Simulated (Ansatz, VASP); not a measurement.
## One calculation of PbF2, two programs

```xyz
3
Lattice="0.0000 2.9637 2.9637 2.9637 0.0000 2.9637 2.9637 2.9637 0.0000" Properties=species:S:1:pos:R:3 pbc="T T T"
Pb    0.0000    0.0000    0.0000
F     1.4818    1.4818    1.4818
F     4.4455    4.4455    4.4455
```

Alike in both runs: task relaxation of cell and atoms; functional PBE; k mesh 8 × 8 × 8; occupations gaussian, width 0.02 eV; no spin polarisation.

|  | VASP | Ansatz |
| --- | --- | --- |
| version | VASP 6.6.1 | Ansatz 0.2.0 |
| potentials or method | VASP PAW PBE potentials, release 64 (Pb_d, F), cutoff 600 eV | scalar-relativistic, plane waves, PAW |
| valence electrons in the cell | 28 | 28 |

Ansatz gave:

- gap on the k mesh at the Fermi level, each at its own relaxed structure (eV): 4.42
- relaxed volume (Å³/atom): 18.00
- relaxed length of the cell vector where the two differ most in proportion (Å): 4.243

Q: Which values does VASP return?

A: gap on the k mesh at the Fermi level, each at its own relaxed structure (eV): 4.42; relaxed volume (Å³/atom): 17.95; relaxed length of the cell vector where the two differ most in proportion (Å): 4.239.

Neither program's run includes spin-orbit coupling.
